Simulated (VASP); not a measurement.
# Cd in VASP: notebook

Aim: see how the results for Cd move with the level of theory and the settings. Levels: PBEsol, PBE. Tasks: single point.

All numbers are computed with VASP 6.6.1; they aren't measurements. Logs are shortened: lines on timing, memory, paths and dates and some standing lists are left out, and cuts for length are marked.

### Step 1. The cell of the first run

It takes space group P6_3/mmc (No. 194, hexagonal). The conventional cell has a = 2.979 Å, b = 2.979 Å, c = 5.618 Å, α = 90.00°, β = 90.00°, γ = 120.00°. Cd (site symmetry -6m2) has 12 Cd at 2.98 to 3.29 Å within 3.9 Å.

### Step 2. Single point, PBEsol

INCAR

```
SYSTEM = Cd
PREC = Accurate
ENCUT = 520
EDIFF = 1E-6
ISMEAR = 1
SIGMA = 0.27211386245988
LREAL = .False.
LASPH = .True.
NELM = 60
ALGO = Normal
ISIF = 2
LWAVE = .False.
LCHARG = .False.
GGA = PS
NBANDS = 19
ISYM = 0
```

KPOINTS

```
Automatic mesh
0
Gamma
  5 4 4
  0 0 0
```

POSCAR

```
Cd
1.0
    2.9788725081      0.0000000000      0.0000000000
   -1.4894362540      2.5797792666      0.0000000000
    0.0000000000      0.0000000000      5.6176500000
Cd
2
Direct
    0.3333333333      0.6666666667      0.2500000000
    0.6666666667      0.3333333333      0.7500000000
```

Potentials or basis: VASP PAW PBE potentials, release 64 (Cd).

Run with:

```console
> cat potpaw_PBE.64/Cd/POTCAR > POTCAR
> mpirun -np 1 vasp_std > vasp.out
```

OUTCAR:

```text
SYSTEM = Cd
   PREC = Accurate
   ENCUT = 520
   EDIFF = 1E-6
   ISMEAR = 1
   LREAL = .False.
   LASPH = .True.
   NELM = 60
   ISIF = 2
   GGA = PS
   ISYM = 0

 ion  position               nearest neighbor table
   1  0.333  0.667  0.250-   2 3.29   2 3.29   2 3.29   2 3.29   2 3.29   2 3.29
   2  0.667  0.333  0.750-   1 3.29   1 3.29   1 3.29   1 3.29   1 3.29   1 3.29

IMPORTANT INFORMATION: All symmetrisations will be switched off!
NOSYMM: (Re-)initialisation of all symmetry stuff for point group C_1.

----------------------------------------------------------------------------------------

                                     Primitive cell

  volume of cell :      43.1707

  direct lattice vectors                    reciprocal lattice vectors
     2.978872508  0.000000000  0.000000000     0.335697482  0.193815032  0.000000000
    -1.489436254  2.579779267  0.000000000     0.000000000  0.387630063  0.000000000
     0.000000000  0.000000000  5.617650000     0.000000000  0.000000000  0.178010378

  length of vectors
     2.978872508  2.978872508  5.617650000     0.387630063  0.387630063  0.178010378

  position of ions in fractional coordinates (direct lattice)
     0.333333333  0.666666667  0.250000000
     0.666666667  0.333333333  0.750000000

  ion indices of the primitive-cell ions
   primitive index   ion index
                 1           1
                 2           2

----------------------------------------------------------------------------------------

 KPOINTS: Automatic mesh

Automatic generation of k-mesh.
 Grid dimensions read from file:
 generate k-points for:    5    4    4

 Generating k-lattice:

  Cartesian coordinates                     Fractional coordinates (reciprocal lattice)
     0.067139496  0.038763006  0.000000000     0.200000000 -0.000000000  0.000000000
     0.000000000  0.096907516  0.000000000     0.000000000  0.250000000  0.000000000
     0.000000000  0.000000000  0.044502595     0.000000000  0.000000000  0.250000000

  Length of vectors
     0.077526013  0.096907516  0.044502595

  Shift w.r.t. Gamma in fractional coordinates (k-lattice)
     0.000000000  0.000000000  0.000000000

 -----------------------------------------------------------------------------
|                                                                             |
|           W    W    AA    RRRRR   N    N  II  N    N   GGGG   !!!           |
|           W    W   A  A   R    R  NN   N  II  NN   N  G    G  !!!           |
[... 62 lines left out ...]
   ISPIN  =      1    spin polarized calculation?
   LNONCOLLINEAR =      F non collinear calculations
   LSORBIT =      F    spin-orbit coupling
   LASPH  =      T    aspherical Exc in radial PAW
   ENCUT  =  520.0 eV  38.22 Ry    6.18 a.u.   5.54  5.54 10.45*2*pi/ulx,y,z
   NELM   =     60;   NELMIN=  2; NELMDL= -5     # of ELM steps
   EDIFF  = 0.1E-05   stopping-criterion for ELM
   LREAL  =      F    real-space projection
   EDIFFG = 0.1E-04   stopping-criterion for IOM
   NSW    =      0    number of steps for IOM
   IBRION =     -1    ionic relax: 0-MD 1-quasi-New 2-CG
   NFREE  =      0    steps in history (QN), initial steepest desc. (CG)
   ISIF   =      2    stress and relaxation
   ISYM   =      0    0-nonsym 1-usesym 2-fastsym
   POTIM  = 0.5000    time-step for ionic-motion
   TEBEG  =    0.0;   TEEND  =   0.0 temperature during run
   PSTRESS=    0.0 pullay stress
   NELECT =      24.0000    total number of electrons
   NUPDOWN=      -1.0000    fix difference up-down
   EMIN   =  10.00;   EMAX   =-10.00  energy-range for DOS
   EFERMI =   0.00;   METHOD = LEGACY
   ISMEAR =     1;   SIGMA  =   0.27  broadening in eV -4-tet -1-fermi 0-gaus
   EFERMI_NEDOS =   21; number of points for ismear=-14 and -15
   IALGO  =     38    algorithm
   IMIX   =      4    mixing-type and parameters
     AMIX     =   0.40;   BMIX     =  1.00
     AMIX_MAG =   1.60;   BMIX_MAG =  1.00
  volume/ion in A,a.u.               =      21.59       145.67
  Fermi-wavevector in a.u.,A,eV,Ry     =   1.346115  2.543789 24.654109  1.812026
  Thomas-Fermi vector in A             =   2.473973
   LORBIT       =      0    0 simple, 1 ext, 2 COOP (PROOUT), +10 PAW based schemes
   GGA     = PS    functional components
   LHFCALC =     F    Hartree Fock is set to
   AEXX    =    0.0000 exact exchange contribution
   IVDW    =     0    specifies the selected vdW correction
   LEPSILON=     F    determine dielectric tensor
   LRPA    =     F    only Hartree local field effects (RPA)
 non-spin polarized calculation
 Methfessel and Paxton  Order N= 1 SIGMA  =   0.27
  energy-cutoff  :      520.00
  volume of cell :       43.17
 maximum number of plane-waves:      1185
 NGX is ok and might be reduce to    24
   NGX = 11   NGY = 11   NGZ = 21

 number of electron      23.9999993 magnetization

 Free energy of the ion-electron system (eV)
  ---------------------------------------------------
  ext. energy  EPLUGINS =         0.00000000
  ---------------------------------------------------
  free energy    TOTEN  =        -2.41203106 eV

  energy without entropy =       -2.40537749  energy(sigma->0) =       -2.40981320

 E-fermi :   2.7680     XC(G=0): -11.2107

 val. band max:        2.7212813952   @ k =   0.4000   0.0000   0.0000
 cond. band min:       2.8134138915   @ k =   0.2000   0.2500   0.0000
 fundamental gap:      0.0921324963
 Fermi energy:         2.7680258113

 k-point     1 :       0.0000    0.0000    0.0000
  band No.  band energies     occupation
      1      -7.0522      2.00000
      2      -6.7837      2.00000
      3      -6.4037      2.00000
      4      -6.4007      2.00000
      5      -6.3519      2.00000
      6      -6.3490      2.00000
[... 505 lines left out ...]
      6      -5.8927      2.00000
[... 11 lines left out ...]
     18      12.4285      0.00000
     19      16.0306      0.00000

 [... further k-points ...]
[... 5 lines left out ...]
  --------------------------------------------------------------------------------------
  -------------------------------------------------------------------------------------
  Total        0.3617970     -0.6541636     -0.7383894     -0.5376782      0.0000011     -0.0000031
  in kB       13.4272292    -24.2777135    -27.4035557    -19.9546370      0.0000421     -0.0001155
  external PRESSURE =     -12.7513467 kB  Pullay stress =       0.0000000 kB

 VOLUME and BASIS-vectors are now :
 -----------------------------------------------------------------------------
  energy-cutoff  :      520.00
  volume of cell :       43.17
      direct lattice vectors                 reciprocal lattice vectors
     2.978872508  0.000000000  0.000000000     0.335697482  0.193815032  0.000000000
    -1.489436254  2.579779267  0.000000000     0.000000000  0.387630063  0.000000000
     0.000000000  0.000000000  5.617650000     0.000000000  0.000000000  0.178010378

 POSITION                                       TOTAL-FORCE (eV/Angst)
 -----------------------------------------------------------------------------------
     -0.00000      1.71985      1.40441         0.021276     -0.007845     -0.000002
      1.48944      0.85993      4.21324        -0.021276      0.007845      0.000002
 -----------------------------------------------------------------------------------
    total drift:                                0.000000     -0.000001      0.000001

  FREE ENERGIE OF THE ION-ELECTRON SYSTEM (eV)
  ---------------------------------------------------
  free  energy   TOTEN  =        -2.4120310620 eV

  energy  without entropy=       -2.4053774888  energy(sigma->0) =       -2.40981320
```

OSZICAR:

```text
N       E                     dE             d eps       ncg     rms          rms(c)
DAV:   1     0.177209079066E+03    0.17721E+03   -0.13196E+04  1596   0.127E+03
DAV:   2     0.149188599087E+01   -0.17572E+03   -0.16967E+03  1653   0.335E+02
DAV:   3    -0.258123494911E+01   -0.40731E+01   -0.40637E+01  1786   0.585E+01
DAV:   4    -0.258872189280E+01   -0.74869E-02   -0.74858E-02  1766   0.233E+00
DAV:   5    -0.258874381878E+01   -0.21926E-04   -0.21926E-04  1743   0.125E-01    0.437E+00
DAV:   6    -0.242500654422E+01    0.16374E+00   -0.38569E-01  1761   0.753E+00    0.353E+00
DAV:   7    -0.241376174623E+01    0.11245E-01   -0.29335E-02  1738   0.156E+00    0.194E+00
DAV:   8    -0.241199378873E+01    0.17680E-02   -0.32135E-03  1717   0.697E-01    0.897E-02
DAV:   9    -0.241201006295E+01   -0.16274E-04   -0.29398E-05  1758   0.569E-02    0.412E-02
DAV:  10    -0.241203115594E+01   -0.21093E-04   -0.15941E-05  1721   0.425E-02    0.354E-03
DAV:  11    -0.241203106202E+01    0.93924E-07   -0.11386E-07   921   0.337E-03
   1 F= -.24120311E+01 E0= -.24098132E+01  d E =-.665357E-02
```

It took 17 s on 1 thread of Intel Xeon Platinum 8375C at 2.90GHz (Ice Lake), shared host; peak memory 0.17 GiB.

Results:

```
Free energy            : -2.4120 eV
Pressure               : -1.3 GPa
Largest force          : 0.023 eV/Å
Band gap on the k mesh : zero (band 12 reaches 3.68 eV, above the bottom of band 13 at -0.25 eV)
```

Forces on the atoms (eV/Å):
```
Cd   0.021 -0.008  0.000
Cd  -0.021  0.008  0.000
```

Caveat: the k points lie up to 0.61 Å⁻¹ apart; the PAW data sets were made with another functional, which shifts forces and pressure a little.

### Step 3. Single point, PBE

INCAR

```
PREC = Accurate
ENCUT = 520
EDIFF = 1E-6
ISMEAR = 0
SIGMA = 0.1
LREAL = F
LASPH = T
NELM = 80
ALGO = Normal
ISIF = 2
LWAVE = F
LCHARG = F
GGA = PE
ISYM = 0
NBANDS = 19
```

KPOINTS

```
Automatic mesh
0
Gamma
  3 3 1
  0.36 0.28 0.47
```

POSCAR is that of step 2.

Potentials or basis: VASP PAW PBE potentials, release 64 (Cd).

Run with:

```console
> cat potpaw_PBE.64/Cd/POTCAR > POTCAR
> mpirun -np 1 vasp_std > vasp.out
```

It took 46 s on 1 thread of AMD EPYC 7R13, shared host; peak memory 0.15 GiB.

The run converged, but its numbers aren't listed here, since they failed a check.

Caveat: the k points lie up to 1.12 Å⁻¹ apart; the mesh shows a gap though the element is a metal.

### Step 4. Single point, PBE

This run uses another cell than the first one, of 21.75 Å³/atom, 1.008 times its volume.

INCAR

```
PREC = Accurate
ENCUT = 520
EDIFF = 1E-6
ISMEAR = 0
SIGMA = 0.1
LREAL = F
LASPH = T
NELM = 60
ALGO = Normal
ISIF = 2
LWAVE = F
LCHARG = T
GGA = PE
LELF = T
LVHAR = T
NBANDS = 19
```

KPOINTS

```
Automatic mesh
0
Gamma
  6 1 3
```

POSCAR

```
Cd
1.0
    2.9681303354      0.0195177121      0.0090159570
   -1.4671623331      2.5916717945      0.0168032167
    0.0170025709      0.0464066200      5.6349691622
Cd
2
Direct
    0.3333333333      0.6666666667      0.2500000000
    0.6666666667      0.3333333333      0.7500000000
```

Run with:

```console
> cat potpaw_PBE.64/Cd/POTCAR > POTCAR
> mpirun -np 1 vasp_std > vasp.out
```

Run time: 18 s. Hardware: 1 thread of AMD EPYC 7R13, shared host; peak memory 0.13 GiB.

It converged, with:

```
Free energy            : -7.2014 eV
Pressure               : -14.0 GPa
Largest force          : 0.077 eV/Å
Band gap on the k mesh : zero (band 12 reaches 1.91 eV, above the bottom of band 13 at -0.08 eV)
```

Forces on the atoms (eV/Å):
```
Cd  -0.070 -0.033  0.000
Cd   0.070  0.033  0.000
```

Stress tensor (GPa, compression positive):
```
 -6.26  24.05  -0.12
 24.05 -36.17  -0.48
 -0.12  -0.48   0.53
```

Levels at points of the mesh, in eV from the Fermi level:
```
           k point  band 8  band 9  band 10  band 11  band 12  band 13  band 14  band 15  band 16  band 17
(0.00, 0.00, 0.00)   -7.12   -7.10    -6.87    -6.86    -1.43    -1.40    12.13    15.93    16.25    16.37
(0.50, 0.00, 0.00)   -6.89   -6.62    -6.59    -0.75    -0.27     3.52     4.63     4.69     6.81    10.06
```

Caveat: the k points lie up to 2.42 Å⁻¹ apart.

### Step 5. Single point, PBE

INCAR

```
ALGO = Normal
EDIFF = 1E-7
ENCUT = 520
GGA = PE
ISIF = 2
ISMEAR = 0
LASPH = T
LCHARG = F
LREAL = F
LWAVE = F
NBANDS = 19
NELM = 60
PREC = Accurate
SIGMA = 0.1
```

KPOINTS

```
k-points
0
Gamma
  6 6 4
```

POSCAR

```
Cd
1.0
    2.9788725081      0.0000000000      0.0000000000
   -1.4894362540      2.5797792666      0.0000000000
    0.0000000000      0.0000000000      5.6176500000
Cd
2
Direct
    0.3333333333      0.6666666667      0.2500000000
    0.6666666667      0.3333333333      0.7500000000
```

Run with:

```console
> cat potpaw_PBE.64/Cd/POTCAR > POTCAR
> mpirun -np 1 vasp_std > vasp.out
```

Run time: 26 s. Hardware: 1 thread of AMD EPYC 7R13, shared host; peak memory 0.13 GiB.

The run converged. Its results:

- Free energy: -1.4423 eV
- Pressure: 4.3 GPa
- Band gap on the k mesh: zero (band 12 reaches 4.03 eV, above the bottom of band 13 at -0.04 eV)

Stress tensor (GPa, compression positive):
```
4.55 0.00 0.00
0.00 4.55 0.00
0.00 0.00 3.70
```

Levels at points of the mesh, in eV from the Fermi level:
```tsv
k point	band 10	band 11	band 12	band 13	band 14	band 15
(0.00, 0.00, 0.00)	-8.78	-8.78	-3.34	-3.33	10.26	14.15
(0.50, 0.00, 0.00)	-8.50	-2.65	-2.15	1.68	2.73	2.88
(0.00, 0.00, 0.50)	-8.89	-7.68	-7.68	3.41	3.41	14.48
(0.50, 0.00, 0.50)	-8.51	-1.84	-1.84	-0.22	-0.22	7.80
```

Caveat: the k points lie up to 0.41 Å⁻¹ apart.

### Step 6. Single point, PBE

INCAR

```
ALGO = Normal ; EDIFF = 1E-6
ENCUT = 520 ; GGA = PE
ISIF = 2 ; ISMEAR = -4
LASPH = True ; LCHARG = False
LREAL = False ; LWAVE = False
NBANDS = 19 ; NELM = 100
PREC = Accurate ; SIGMA = 0.1
```

KPOINTS is that of step 5.

POSCAR is that of step 5.

Potentials or basis: VASP PAW PBE potentials, release 64 (Cd).

Run with:

```console
> cat potpaw_PBE.64/Cd/POTCAR > POTCAR
> mpirun -np 1 vasp_std > vasp.out
```

Run time: 30 s. Hardware: 1 thread of AMD EPYC 7R13, shared host; peak memory 0.13 GiB.

Results (log left out):

| Property | Result |
| --- | --- |
| Free energy | -1.1989 eV |
| Pressure | 4.3 GPa |
| Band gap on the k mesh | zero (band 12 reaches 4.03 eV, above the bottom of band 13 at -0.05 eV) |

Stress tensor (GPa, compression positive):
```
4.87 0.00 0.00
0.00 4.87 0.00
0.00 0.00 3.11
```

Levels at points of the mesh, in eV from the Fermi level:
```
           k point  band 10  band 11  band 12  band 13  band 14  band 15
(0.00, 0.00, 0.00)    -8.50    -8.50    -3.06    -3.04    10.55    14.46
(0.50, 0.00, 0.00)    -8.20    -2.35    -1.85     1.99     3.01     3.18
(0.00, 0.00, 0.50)    -8.61    -7.39    -7.39     3.70     3.70    14.78
(0.50, 0.00, 0.50)    -8.21    -1.54    -1.54     0.08     0.08     8.09
```

Caveat: the k points lie up to 0.41 Å⁻¹ apart.

### Step 7. The runs side by side

| level | cell | k mesh | smearing | gap on the mesh (eV) | pressure (GPa) | largest force (eV/Å) |
| --- | --- | --- | --- | --- | --- | --- |
| PBEsol | a = 2.979, b = 2.979, c = 5.618 Å, angles 90.0, 90.0, 120.0°, 2 atoms | 5 × 4 × 4 | methfessel-paxton 0.272114 eV | none | -1.3 | 0.02 |
| PBE | a = 2.968, b = 2.978, c = 5.635 Å, angles 89.4, 89.6, 119.1°, 2 atoms | 6 × 1 × 3 | gaussian 0.1 eV | none | -14.0 | 0.08 |
| PBE | a = 2.979, b = 2.979, c = 5.618 Å, angles 90.0, 90.0, 120.0°, 2 atoms | 6 × 6 × 4 | gaussian 0.1 eV | none | 4.3 | - |
| PBE | a = 2.979, b = 2.979, c = 5.618 Å, angles 90.0, 90.0, 120.0°, 2 atoms | 6 × 6 × 4 | tetrahedron | none | 4.3 | - |

Alike in all rows: task single point; potentials or basis VASP PAW PBE potentials, release 64 (Cd); no spin polarisation; cutoff (eV) 520.

Caveats: all runs use coarse meshes; the PAW data sets were made with another functional, which shifts forces and pressure a little (some runs).

Absolute energies hang on the potentials; compare differences alone.
